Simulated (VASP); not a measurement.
# KTaO3 (P1) in VASP: settings compared

The runs below take KTaO3 through single point, with PBEsol, LDA+U.

All numbers are computed with VASP 6.6.1; they aren't measurements. Logs are shortened: lines on timing, memory, paths and dates and some standing lists are left out, and cuts for length are marked.

**1. The cell of the first run**

The typed cell holds 5 atoms: a = 3.988 Å, b = 3.988 Å, c = 3.988 Å, α = 90.00°, β = 90.00°, γ = 90.00°.

**2. Single point, PBEsol (atoms moved at random)**

The input, INCAR:

```
  PREC = Accurate
  ENCUT = 520
  EDIFF = 1E-6
  ISMEAR = -1
  SIGMA = 0.05
  LREAL = False
  LASPH = True
  NELM = 100
  ALGO = Normal
  ISIF = 2
  LWAVE = False
  LCHARG = False
  GGA = PS
  NBANDS = 27
```

The input, KPOINTS:

```
regular mesh
0
Gamma
  7 7 7
```

The input, POSCAR:

```
KTaO3
1.0
    3.9883000000      0.0000000000      0.0000000000
    0.0000000000      3.9883000000      0.0000000000
    0.0000000000      0.0000000000      3.9883000000
Ta K O
1 1 3
Direct
   -0.0087940000      0.0063740000     -0.0131730000
    0.5086730000      0.4977750000      0.5225520000
   -0.0034950000      0.0010270000      0.4899110000
    0.0004730000      0.5042430000      0.0017690000
    0.4954080000      0.0073200000     -0.0041280000
```

Potentials or basis: VASP PAW PBE potentials, release 64 (Ta_pv, K_sv, O).

The run is started by

```bash
$ cat potpaw_PBE.64/Ta_pv/POTCAR potpaw_PBE.64/K_sv/POTCAR potpaw_PBE.64/O/POTCAR > POTCAR
$ mpirun -np 1 vasp_std > vasp.out
```

OUTCAR:

```text
PREC = Accurate
   ENCUT = 520
   EDIFF = 1E-6
   ISMEAR = -1
   LREAL = False
   LASPH = True
   NELM = 100
   ISIF = 2
   GGA = PS

 ion  position               nearest neighbor table
   1  0.991  0.006  0.987-   5 1.98   3 1.98   4 1.99   4 2.00   3 2.01   5 2.01   2 3.31   2 3.35
                             2 3.40   2 3.44   2 3.48   2 3.52   2 3.56   2 3.60
   2  0.509  0.498  0.523-   5 2.72   4 2.74   5 2.77   3 2.78   4 2.79   3 2.80   3 2.85   4 2.86
                             3 2.87   5 2.87   1 3.31   1 3.35   1 3.40   1 3.44   1 3.48   1 3.52
   3  0.997  0.001  0.490-   1 1.98   1 2.01   2 2.78   2 2.80   2 2.85   2 2.87
   4  0.000  0.504  0.002-   1 1.99   1 2.00   2 2.74   2 2.79   2 2.86
   5  0.495  0.007  0.996-   1 1.98   1 2.01   2 2.72   2 2.77   2 2.87

  LATTYP: Found a simple cubic cell.
 ALAT       =     3.9883000000

  Lattice vectors:

 A1 = (   3.9883000000,   0.0000000000,   0.0000000000)
 A2 = (   0.0000000000,   3.9883000000,   0.0000000000)
 A3 = (   0.0000000000,   0.0000000000,   3.9883000000)

Analysis of symmetry for initial positions (statically):
=====================================================================
 Subroutine PRICEL returns:
 Original cell was already a primitive cell.

 Routine SETGRP: Setting up the symmetry group for a
 simple cubic supercell.

 Subroutine GETGRP returns: Found  1 space group operations
 (whereof  1 operations were pure point group operations)
 out of a pool of 48 trial point group operations.

The static configuration has the point symmetry C_1 .

Analysis of symmetry for dynamics (positions and initial velocities):
=====================================================================
 Subroutine PRICEL returns:
 Original cell was already a primitive cell.

 Routine SETGRP: Setting up the symmetry group for a
 simple cubic supercell.

 Subroutine GETGRP returns: Found  1 space group operations
 (whereof  1 operations were pure point group operations)
 out of a pool of 48 trial point group operations.

The dynamic configuration has the point symmetry C_1 .

 Subroutine INISYM returns: Found  1 space group operations
 (whereof  1 operations are pure point group operations),
 and found     1 'primitive' translations

----------------------------------------------------------------------------------------

                                     Primitive cell
[... 91 lines left out ...]
   ISPIN  =      1    spin polarized calculation?
   LNONCOLLINEAR =      F non collinear calculations
   LSORBIT =      F    spin-orbit coupling
   LASPH  =      T    aspherical Exc in radial PAW
   ENCUT  =  520.0 eV  38.22 Ry    6.18 a.u.   7.42  7.42  7.42*2*pi/ulx,y,z
   NELM   =    100;   NELMIN=  2; NELMDL= -5     # of ELM steps
   EDIFF  = 0.1E-05   stopping-criterion for ELM
   LREAL  =      F    real-space projection
   EDIFFG = 0.1E-04   stopping-criterion for IOM
   NSW    =      0    number of steps for IOM
   IBRION =     -1    ionic relax: 0-MD 1-quasi-New 2-CG
   NFREE  =      0    steps in history (QN), initial steepest desc. (CG)
   ISIF   =      2    stress and relaxation
   ISYM   =      2    0-nonsym 1-usesym 2-fastsym
   POTIM  = 0.5000    time-step for ionic-motion
   TEBEG  =    0.0;   TEEND  =   0.0 temperature during run
   PSTRESS=    0.0 pullay stress
   NELECT =      38.0000    total number of electrons
   NUPDOWN=      -1.0000    fix difference up-down
   EMIN   =  10.00;   EMAX   =-10.00  energy-range for DOS
   EFERMI =   0.00;   METHOD = LEGACY
   ISMEAR =    -1;   SIGMA  =   0.05  broadening in eV -4-tet -1-fermi 0-gaus
   EFERMI_NEDOS =   21; number of points for ismear=-14 and -15
   IALGO  =     38    algorithm
   IMIX   =      4    mixing-type and parameters
     AMIX     =   0.40;   BMIX     =  1.00
     AMIX_MAG =   1.60;   BMIX_MAG =  1.00
  volume/ion in A,a.u.               =      12.69        85.62
  Fermi-wavevector in a.u.,A,eV,Ry     =   1.380008  2.607837 25.911228  1.904422
  Thomas-Fermi vector in A             =   2.504925
   LORBIT       =      0    0 simple, 1 ext, 2 COOP (PROOUT), +10 PAW based schemes
   GGA     = PS    functional components
   LHFCALC =     F    Hartree Fock is set to
   AEXX    =    0.0000 exact exchange contribution
   IVDW    =     0    specifies the selected vdW correction
   LEPSILON=     F    determine dielectric tensor
   LRPA    =     F    only Hartree local field effects (RPA)
 non-spin polarized calculation
  energy-cutoff  :      520.00
  volume of cell :       63.44
 maximum number of plane-waves:      1743
 NGX is ok and might be reduce to    30
   NGX = 15   NGY = 15   NGZ = 15

 number of electron      38.0000001 magnetization

 Free energy of the ion-electron system (eV)
  ---------------------------------------------------
  ext. energy  EPLUGINS =         0.00000000
  ---------------------------------------------------
  free energy    TOTEN  =       -42.87033668 eV

  energy without entropy =      -42.87033668  energy(sigma->0) =      -42.87033668

 E-fermi :   2.7382     XC(G=0): -11.1363

 val. band max:        1.6020162459   @ k =   0.4286  -0.4286   0.4286
 cond. band min:       3.7493842803   @ k =   0.0000   0.0000   0.0000
 fundamental gap:      2.1473680343
 Fermi energy:         2.7382097992

 k-point     1 :       0.0000    0.0000    0.0000
  band No.  band energies     occupation
      1     -32.4052      2.00000
      2     -32.4038      2.00000
      3     -32.4025      2.00000
      4     -25.4594      2.00000
      5     -15.8244      2.00000
      6     -15.0999      2.00000
[... 709 lines left out ...]
     26      10.6789      0.00000
     27      11.3097      0.00000

 [... further k-points ...]
[... 5 lines left out ...]
  --------------------------------------------------------------------------------------
  -------------------------------------------------------------------------------------
  Total        0.2224976      0.1795301      0.1476869     -0.0222731     -0.0729434      0.0896817
  in kB        5.6191732      4.5340300      3.7298299     -0.5625079     -1.8421833      2.2649094
  external PRESSURE =       4.6276777 kB  Pullay stress =       0.0000000 kB

 VOLUME and BASIS-vectors are now :
 -----------------------------------------------------------------------------
  energy-cutoff  :      520.00
  volume of cell :       63.44
      direct lattice vectors                 reciprocal lattice vectors
     3.988300000  0.000000000  0.000000000     0.250733395  0.000000000  0.000000000
     0.000000000  3.988300000  0.000000000     0.000000000  0.250733395  0.000000000
     0.000000000  0.000000000  3.988300000     0.000000000  0.000000000  0.250733395

 POSITION                                       TOTAL-FORCE (eV/Angst)
 -----------------------------------------------------------------------------------
      3.95323      0.02542      3.93576         0.163343     -0.083641      0.312509
      2.02874      1.98528      2.08409        -0.239235      0.126256     -0.508804
      3.97436      0.00410      1.95391        -0.006743      0.036450      0.449686
      0.00189      2.01107      0.00706        -0.065684     -0.013861     -0.173680
      1.97584      0.02919      3.97184         0.148318     -0.065204     -0.079712
 -----------------------------------------------------------------------------------
    total drift:                               -0.000818      0.000851      0.000046

  FREE ENERGIE OF THE ION-ELECTRON SYSTEM (eV)
  ---------------------------------------------------
  free  energy   TOTEN  =       -42.8703366819 eV

  energy  without entropy=      -42.8703366818  energy(sigma->0) =      -42.87033668
```

It took 6.5 min on 1 thread of Intel Xeon 8259CL, shared host; peak memory 0.38 GiB.

Results:

- Free energy: -42.8703 eV
- Pressure: 0.5 GPa
- Largest force: 0.576 eV/Å
- Band gap on the k mesh: 2.15 eV (least direct gap 2.72 eV)

Forces in eV/Å, atoms in the order of the input:
```
Ta   0.163 -0.084  0.313
K   -0.239  0.126 -0.509
O   -0.007  0.036  0.450
O   -0.066 -0.014 -0.174
O    0.148 -0.065 -0.080
```

Stress tensor (GPa, compression positive):
```
 0.56 -0.06  0.23
-0.06  0.45 -0.18
 0.23 -0.18  0.37
```

Levels at points of the mesh, in eV from the valence-band top:
```
           k point  band 16  band 17  band 18  band 19  band 20  band 21  band 22  band 23
(0.00, 0.00, 0.00)    -1.02    -0.60    -0.58    -0.57     2.15     2.18     2.21     6.50
```

Caveat: the cell differs from its parent crystal (atoms moved at random); the PAW data sets were made with another functional, which shifts forces and pressure a little; spin-orbit coupling is left out, which moves the levels of the heavy elements; an odd mesh through Γ misses points on the zone boundary, where band edges can lie.

**3. Single point, LDA+U**

The input, INCAR:

```
SYSTEM = KTaO3
PREC     = Accurate       ! precision mode
ENCUT    = 520            ! plane-wave cutoff, eV
EDIFF    = 1E-7           ! SCF threshold, eV
ISMEAR   = -1             ! smearing method
SIGMA    = 0.05           ! smearing width, eV
LREAL    = .False.        ! projectors in reciprocal space
LASPH    = .True.         ! aspherical terms in the spheres
NELM     = 150            ! most SCF steps
ALGO     = Normal         ! electronic algorithm
ISIF     = 2              ! what is computed and relaxed
LWAVE    = .False.        ! write WAVECAR
LCHARG   = .True.         ! write CHGCAR
LMAXMIX  = 4              ! l up to which the mixer works
LDAU     = .True.         ! DFT+U
LDAUTYPE = 2            
LDAUL    = 2 -1 -1        ! shell
LDAUU    = 4.5 0 0        ! U, eV
LDAUJ    = 0 0 0        
LDAUPRINT= 1            
GGA      = CA             ! functional
LELF     = .True.         ! ELF
LVHAR    = .True.       
NBANDS   = 27             ! bands
```

The input, KPOINTS:

```
regular mesh
0
Gamma
  5 5 5
  0 0 0
```

POSCAR is that of step 2.

Potentials or basis: VASP PAW LDA potentials, release 64 (Ta_pv, K_sv, O).

The run is started by

```bash
$ cat potpaw_LDA.64/Ta_pv/POTCAR potpaw_LDA.64/K_sv/POTCAR potpaw_LDA.64/O/POTCAR > POTCAR
$ mpirun -np 1 vasp_std > vasp.out
```

Run time: 4.1 min. Hardware: 1 thread of Intel Xeon 8259CL, shared host; peak memory 0.23 GiB.

The run converged. Its results:

```
Free energy            : -41.4257 eV
Pressure               : 0.3 GPa
Largest force          : 0.568 eV/Å
Band gap on the k mesh : 2.73 eV (least direct gap 3.31 eV)
```

Forces on the atoms (eV/Å):
```
Ta   0.309 -0.153  0.450
K   -0.237  0.123 -0.501
O   -0.020  0.041  0.344
O   -0.077  0.045 -0.192
O    0.025 -0.056 -0.102
```

Stress tensor (GPa, compression positive):
```
 0.39 -0.05  0.22
-0.05  0.29 -0.17
 0.22 -0.17  0.19
```

Levels at points of the mesh, in eV from the valence-band top:
```csv
k point,band 15,band 16,band 17,band 18,band 19,band 20,band 21,band 22,band 23,band 24
"(0.00, 0.00, 0.00)",-0.99,-0.98,-0.60,-0.59,-0.58,2.73,2.76,2.78,6.38,7.02
```

Eigenvalues of the final occupation matrices:
```
    site  spin  trace               eigenvalues
site 1 d     1   0.98  0.14 0.14 0.14 0.28 0.28
site 1 d     2   0.98  0.14 0.14 0.14 0.28 0.28
```

Caveat: spin-orbit coupling is left out, which moves the levels of the heavy elements; an odd mesh through Γ misses points on the zone boundary, where band edges can lie.

[end of part 1 of 2]
